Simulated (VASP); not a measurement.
The system is CdS (Greenockite).

```xyz
4
Lattice="4.2314 0.0000 0.0000 -2.1157 3.6645 0.0000 0.0000 0.0000 6.8691" Properties=species:S:1:pos:R:3 pbc="T T T"
Cd    2.1157    1.2215    3.4346
Cd    0.0000    2.4430    0.0000
S     2.1157    1.2215    6.0105
S     0.0000    2.4430    2.5759
```

This cell differs from its parent crystal: volume scaled by 1.06.

Base run:

- Program: VASP 6.6.1
- Functional: PBE
- Potentials or basis: VASP PAW PBE potentials, release 64 (Cd, S)
- Cutoff: 520 eV
- k mesh: 7 × 7 × 4
- Occupations: fermi-dirac, width 0.05 eV
- Spin: no spin polarisation

Its results: band gap on the k mesh 1.06 eV, direct; pressure -0.9 GPa; largest force 0.057 eV/Å.

Problem. The run is repeated on the same cell with these changes: functional from PBE to PBEsol. What comes out?

Solution. Band gap on the k mesh 0.93 eV, direct; pressure -3.6 GPa; largest force 0.055 eV/Å.

PBEsol binds more tightly than PBE, so the same cell stands under less pressure.

Caveats: the PAW data sets were made with another functional, which shifts forces and pressure a little (some runs).

